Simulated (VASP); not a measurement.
# Hf4Si3O16 (a cell with a defect) in VASP: notebook

Runs on Hf4Si3O16 (a cell with a defect). Level: PBE. Tasks: single point.

Everything below comes from runs of VASP 6.6.1. Logs are shortened: lines on timing, memory, paths and dates and some standing lists are left out, and cuts for length are marked.

**1. The cell of the first run**

The cell holds a defect, 23 atoms: a = 6.647 Å, b = 6.647 Å, c = 6.015 Å, α = 90.00°, β = 90.00°, γ = 90.00°.

**2. Single point, PBE**

The input, INCAR:

```
PREC = Accurate
ENCUT = 520
EDIFF = 1E-6
ISMEAR = -1
SIGMA = 0.01
LREAL = F
LASPH = T
NELM = 120
ALGO = Normal
ISIF = 2
LWAVE = F
LCHARG = T
GGA = PE
LELF = T
LVHAR = T
NBANDS = 91
GGA_COMPAT = F
```

The input, KPOINTS:

```
regular mesh
0
Gamma
  1 1 1
```

The input, POSCAR:

```
Hf4Si3O16
1.0
    6.6465279248      0.0000000000      0.0000000000
    0.0000000000      6.6465279248      0.0000000000
    0.0000000000      0.0000000000      6.0147349639
Hf Si O
4 3 16
Direct
    0.0001146635     -0.0003855275     -0.0078740795
    0.5306435146      0.4952386898      0.5216155983
   -0.0579554471      0.5024910558      0.2182010364
    0.5013785292      0.0131837605      0.7501842894
    0.0122030117      0.4941249701      0.7501959767
    0.5010432769      0.0011906628      0.2429683597
   -0.0044217134      0.0016884718      0.4890531149
   -0.0121857670      0.8213886375      0.3003712293
    0.5555148521      0.3145066651      0.8168138250
    0.2173442179      0.4246618942      0.6085459722
    0.6836963042      0.0011243040      0.0607279026
    0.3138562187      0.0082287452      0.0655319705
    0.8475490177      0.5145996219      0.5579669190
   -0.0155600165      0.1878712530      0.3100273593
    0.4921119710      0.7063658969      0.7704104069
    0.2327252780      0.5144177663      0.3853450983
    0.8190688654     -0.0040613849      0.6783393895
    0.0153823515      0.6809487661      0.9229418524
    0.5022071863      0.1797979072      0.4281482318
   -0.0024483399      0.3146509403      0.9304756260
    0.5250768656      0.8045291281      0.4074090451
    0.1839302290     -0.0012667652      0.6667347321
    0.6486562488      0.5054283408      0.1928834880
```

Potentials or basis: VASP PAW PBE potentials, release 64 (Hf_pv, Si, O).

Started as:

```
$ cat potpaw_PBE.64/Hf_pv/POTCAR potpaw_PBE.64/Si/POTCAR potpaw_PBE.64/O/POTCAR > POTCAR
$ mpirun -np 1 vasp_gam > vasp.out
```

OUTCAR:

```text
PREC = Accurate
   ENCUT = 520
   EDIFF = 1E-6
   ISMEAR = -1
   LREAL = F
   LASPH = T
   NELM = 120
   ISIF = 2
   GGA = PE

 ion  position               nearest neighbor table
   1  0.000  1.000  0.992-  20 2.13  12 2.13  11 2.14  18 2.16   8 2.20  17 2.24  14 2.29  22 2.31
                             7 2.99   7 3.03   3 3.59   4 3.62   3 3.63   4 3.64
   2  0.531  0.495  0.522-  15 2.07  13 2.12  23 2.13  16 2.15   9 2.15  21 2.17  19 2.18  10 2.20
                             3 3.29   5 3.48   4 3.49   4 3.71
   3  0.942  0.502  0.218-  23 1.96  13 2.14  20 2.17  16 2.18  14 2.18  18 2.19   8 2.20   5 2.85
                             5 3.23   2 3.29   1 3.59   1 3.63
   4  0.501  0.013  0.750-  15 2.04   9 2.07  17 2.16  22 2.17  11 2.23  19 2.23  12 2.27  21 2.49
                             6 2.97   6 3.05   2 3.49   1 3.62   1 3.64   2 3.71
   5  0.012  0.494  0.750-  13 1.60  20 1.61  18 1.62  10 1.67   3 2.85   3 3.23   2 3.48
   6  0.501  0.001  0.243-  19 1.63  11 1.64  12 1.64  21 1.65   4 2.97   4 3.05
   7  0.996  0.002  0.489-  17 1.64  14 1.64  22 1.65   8 1.65   1 2.99   1 3.03
   8  0.988  0.821  0.300-   7 1.65   3 2.20   1 2.20
   9  0.556  0.315  0.817-   4 2.07   2 2.15
  10  0.217  0.425  0.609-  16 1.47   5 1.67   2 2.20
  11  0.684  0.001  0.061-   6 1.64   1 2.14   4 2.23
  12  0.314  0.008  0.066-   6 1.64   1 2.13   4 2.27
  13  0.848  0.515  0.558-   5 1.60   2 2.12   3 2.14
  14  0.984  0.188  0.310-   7 1.64   3 2.18   1 2.29
  15  0.492  0.706  0.770-   4 2.04   2 2.07
  16  0.233  0.514  0.385-  10 1.47   2 2.15   3 2.18
  17  0.819  0.996  0.678-   7 1.64   4 2.16   1 2.24
  18  0.015  0.681  0.923-   5 1.62   1 2.16   3 2.19
  19  0.502  0.180  0.428-   6 1.63   2 2.18   4 2.23
  20  0.998  0.315  0.930-   5 1.61   1 2.13   3 2.17
  21  0.525  0.805  0.407-   6 1.65   2 2.17   4 2.49
  22  0.184  0.999  0.667-   7 1.65   4 2.17   1 2.31
  23  0.649  0.505  0.193-   3 1.96   2 2.13

  LATTYP: Found a simple tetragonal cell.
 ALAT       =     6.6465279248
 C/A-ratio  =     0.9049439094

  Lattice vectors:

 A1 = (   6.6465279248,   0.0000000000,   0.0000000000)
 A2 = (   0.0000000000,   6.6465279248,   0.0000000000)
 A3 = (   0.0000000000,   0.0000000000,   6.0147349639)

Analysis of symmetry for initial positions (statically):
=====================================================================
 Subroutine PRICEL returns:
 Original cell was already a primitive cell.

 Routine SETGRP: Setting up the symmetry group for a
 simple tetragonal supercell.

 Subroutine GETGRP returns: Found  1 space group operations
 (whereof  1 operations were pure point group operations)
 out of a pool of 16 trial point group operations.

The static configuration has the point symmetry C_1 .

Analysis of symmetry for dynamics (positions and initial velocities):
=====================================================================
 Subroutine PRICEL returns:
 Original cell was already a primitive cell.

 Routine SETGRP: Setting up the symmetry group for a
 simple tetragonal supercell.

 Subroutine GETGRP returns: Found  1 space group operations
 (whereof  1 operations were pure point group operations)
 out of a pool of 16 trial point group operations.

The dynamic configuration has the point symmetry C_1 .

 Subroutine INISYM returns: Found  1 space group operations
 (whereof  1 operations are pure point group operations),
 and found     1 'primitive' translations

----------------------------------------------------------------------------------------

                                     Primitive cell

  volume of cell :     265.7089

  direct lattice vectors                    reciprocal lattice vectors
     6.646527925  0.000000000  0.000000000     0.150454495  0.000000000  0.000000000
     0.000000000  6.646527925  0.000000000     0.000000000  0.150454495  0.000000000
     0.000000000  0.000000000  6.014734964     0.000000000  0.000000000  0.166258365

  length of vectors
     6.646527925  6.646527925  6.014734964     0.150454495  0.150454495  0.166258365

  position of ions in fractional coordinates (direct lattice)
     0.000114663  0.999614472  0.992125921
     0.530643515  0.495238690  0.521615598
     0.942044553  0.502491056  0.218201036
     0.501378529  0.013183760  0.750184289
     0.012203012  0.494124970  0.750195977
     0.501043277  0.001190663  0.242968360
[... 15 lines left out ...]
     0.183930229  0.998733235  0.666734732
     0.648656249  0.505428341  0.192883488

  ion indices of the primitive-cell ions
   primitive index   ion index
                 1           1
                 2           2
                 3           3
                 4           4
                 5           5
                 6           6
[... 15 lines left out ...]
                22          22
                23          23

----------------------------------------------------------------------------------------

 KPOINTS: regular mesh

Automatic generation of k-mesh.
 Grid dimensions read from file:
 generate k-points for:    1    1    1

 Generating k-lattice:

  Cartesian coordinates                     Fractional coordinates (reciprocal lattice)
     0.150454495  0.000000000  0.000000000     1.000000000  0.000000000  0.000000000
     0.000000000  0.150454495  0.000000000     0.000000000  1.000000000  0.000000000
     0.000000000  0.000000000  0.166258365     0.000000000  0.000000000  1.000000000

  Length of vectors
     0.150454495  0.150454495  0.166258365

  Shift w.r.t. Gamma in fractional coordinates (k-lattice)
     0.000000000  0.000000000  0.000000000

 Subroutine IBZKPT returns following result:
 ===========================================

 Found      1 irreducible k-points:

 Following reciprocal coordinates:
            Coordinates               Weight
  0.000000  0.000000  0.000000      1.000000
   k-points           NKPTS =      1   k-points in BZ     NKDIM =      1   number of bands    NBANDS=     91
   number of dos      NEDOS =    301   number of ions     NIONS =     23
   total plane-waves  NPLWV = 120000
   dimension x,y,z NGX =    50 NGY =   50 NGZ =   48
   dimension x,y,z NGXF=   100 NGYF=  100 NGZF=   96
   ions per type =               4   3  16
   NGX,Y,Z   is equivalent  to a cutoff of  12.51, 12.51, 13.27 a.u.
   NGXF,Y,Z  is equivalent  to a cutoff of  25.01, 25.01, 26.53 a.u.
 SYSTEM =  unknown system
   PREC   = accura    normal or accurate (medium, high low for compatibility)
   ISTART =      0    job   : 0-new  1-cont  2-samecut
   ICHARG =      2    charge: 1-file 2-atom 10-const
   ISPIN  =      1    spin polarized calculation?
   LNONCOLLINEAR =      F non collinear calculations
   LSORBIT =      F    spin-orbit coupling
   LASPH  =      T    aspherical Exc in radial PAW
   ENCUT  =  520.0 eV  38.22 Ry    6.18 a.u.  12.36 12.36 11.18*2*pi/ulx,y,z
   NELM   =    120;   NELMIN=  2; NELMDL= -5     # of ELM steps
   EDIFF  = 0.1E-05   stopping-criterion for ELM
   LREAL  =      F    real-space projection
   EDIFFG = 0.1E-04   stopping-criterion for IOM
   NSW    =      0    number of steps for IOM
   IBRION =     -1    ionic relax: 0-MD 1-quasi-New 2-CG
   NFREE  =      0    steps in history (QN), initial steepest desc. (CG)
   ISIF   =      2    stress and relaxation
   ISYM   =      2    0-nonsym 1-usesym 2-fastsym
   POTIM  = 0.5000    time-step for ionic-motion
   TEBEG  =    0.0;   TEEND  =   0.0 temperature during run
   PSTRESS=    0.0 pullay stress
   NELECT =     148.0000    total number of electrons
   NUPDOWN=      -1.0000    fix difference up-down
   EMIN   =  10.00;   EMAX   =-10.00  energy-range for DOS
   EFERMI =   0.00;   METHOD = LEGACY
   ISMEAR =    -1;   SIGMA  =   0.01  broadening in eV -4-tet -1-fermi 0-gaus
   EFERMI_NEDOS =   21; number of points for ismear=-14 and -15
   IALGO  =     38    algorithm
   IMIX   =      4    mixing-type and parameters
     AMIX     =   0.40;   BMIX     =  1.00
     AMIX_MAG =   1.60;   BMIX_MAG =  1.00
  volume/ion in A,a.u.               =      11.55        77.96
  Fermi-wavevector in a.u.,A,eV,Ry     =   1.346976  2.545416 24.685671  1.814346
  Thomas-Fermi vector in A             =   2.474765
   LORBIT       =      0    0 simple, 1 ext, 2 COOP (PROOUT), +10 PAW based schemes
   GGA     = PE    functional components
   LHFCALC =     F    Hartree Fock is set to
   AEXX    =    0.0000 exact exchange contribution
   IVDW    =     0    specifies the selected vdW correction
   LEPSILON=     F    determine dielectric tensor
   LRPA    =     F    only Hartree local field effects (RPA)
 non-spin polarized calculation
  energy-cutoff  :      520.00
  volume of cell :      265.71
 maximum number of plane-waves:      3592
 NGX is ok and might be reduce to    50
   NGX = 25   NGY = 25   NGZ = 23

 number of electron     148.0000015 magnetization

 Free energy of the ion-electron system (eV)
  ---------------------------------------------------
  ext. energy  EPLUGINS =         0.00000000
  ---------------------------------------------------
  free energy    TOTEN  =      -195.00773016 eV

  energy without entropy =     -194.98218774  energy(sigma->0) =     -194.99495895

 E-fermi :   2.6788     XC(G=0): -10.5863

 val. band max:        2.6720323149   @ k =   0.0000   0.0000   0.0000
 cond. band min:       2.6856275657   @ k =   0.0000   0.0000   0.0000
 fundamental gap:      0.0135952507
 Fermi energy:         2.6788299407

 k-point     1 :       0.0000    0.0000    0.0000
  band No.  band energies     occupation
      1     -27.4455      2.00000
      2     -27.3922      2.00000
      3     -27.3516      2.00000
      4     -27.0881      2.00000
      5     -26.9805      2.00000
      6     -26.9670      2.00000
[... 78 lines left out ...]
     85       8.8200      0.00000
     86       8.9022      0.00000
 [bands above 86 left out]

------------------------ aborting loop because EDIFF is reached ----------------------------------------

  FORCE on cell =-STRESS in cart. coord.  units (eV):
  Direction    XX          YY          ZZ          XY          YZ          ZX
  --------------------------------------------------------------------------------------
  -------------------------------------------------------------------------------------
  Total        7.7162378      0.5338277      8.7893540     -0.1588090     -0.7739221     -1.4108508
  in kB       46.5275327      3.2188852     52.9982311     -0.9575899     -4.6666116     -8.5071780
  external PRESSURE =      34.2482164 kB  Pullay stress =       0.0000000 kB

 VOLUME and BASIS-vectors are now :
 -----------------------------------------------------------------------------
  energy-cutoff  :      520.00
  volume of cell :      265.71
      direct lattice vectors                 reciprocal lattice vectors
     6.646527925  0.000000000  0.000000000     0.150454495  0.000000000  0.000000000
     0.000000000  6.646527925  0.000000000     0.000000000  0.150454495  0.000000000
     0.000000000  0.000000000  6.014734964     0.000000000  0.000000000  0.166258365

 POSITION                                       TOTAL-FORCE (eV/Angst)
 -----------------------------------------------------------------------------------
      0.00076      6.64397      5.96737        -0.105481     -0.062715      0.165731
      3.52694      3.29162      3.13738        -0.127319      0.155373     -0.156146
      6.26133      3.33982      1.31242        -0.448733     -0.077298     -0.813142
      3.33243      0.08763      4.51216         0.092781      0.167731      0.376638
      0.08111      3.28422      4.51223        -0.097233     -0.037668      0.135811
      3.33020      0.00791      1.46139         0.193775     -0.098223     -0.070460
[... 15 lines left out ...]
      1.22250      6.63811      4.01023         0.315450      0.000258     -0.578344
      4.31131      3.35934      1.16014         0.434737      0.007706      0.953921
 -----------------------------------------------------------------------------------
    total drift:                                0.000116     -0.000363     -0.000289

  FREE ENERGIE OF THE ION-ELECTRON SYSTEM (eV)
  ---------------------------------------------------
  free  energy   TOTEN  =      -195.0077301639 eV

  energy  without entropy=     -194.9821877386  energy(sigma->0) =     -194.99495895
```

Run time: 40 s. Hardware: 1 thread of AMD EPYC 9R45 (Zen 5), shared host; peak memory 0.29 GiB.

What came out:

```yaml
Free_energy: -195.0077 eV
Pressure: 3.4 GPa
Largest_force: 1.048 eV/Å
```

Forces in eV/Å, atoms in the order of the input:
```
Hf  -0.105 -0.063  0.166
Hf  -0.127  0.155 -0.156
Hf  -0.449 -0.077 -0.813
Hf   0.093  0.168  0.377
Si  -0.097 -0.038  0.136
Si   0.194 -0.098 -0.070
Si  -0.028 -0.024 -0.112
O   -0.006 -0.110  0.368
O   -0.175  0.179 -0.216
O   -0.130 -0.264  0.136
O    0.289 -0.067  0.291
O   -0.255  0.008  0.466
O    0.063  0.036  0.479
O    0.034  0.267  0.450
O   -0.040 -0.239 -0.069
O    0.180  0.131  0.060
O   -0.323  0.054 -0.367
O    0.220  0.186 -0.386
O   -0.103 -0.213 -0.143
O    0.086 -0.228 -0.369
O   -0.068  0.231 -0.603
O    0.315  0.000 -0.578
O    0.435  0.008  0.954
```

Stress tensor (GPa, compression positive):
```
 4.65 -0.10 -0.85
-0.10  0.32 -0.47
-0.85 -0.47  5.30
```

Caveat: the k points lie up to 1.04 Å⁻¹ apart; spin-orbit coupling is left out, which moves the levels of the heavy elements.

[end of part 1 of 2]
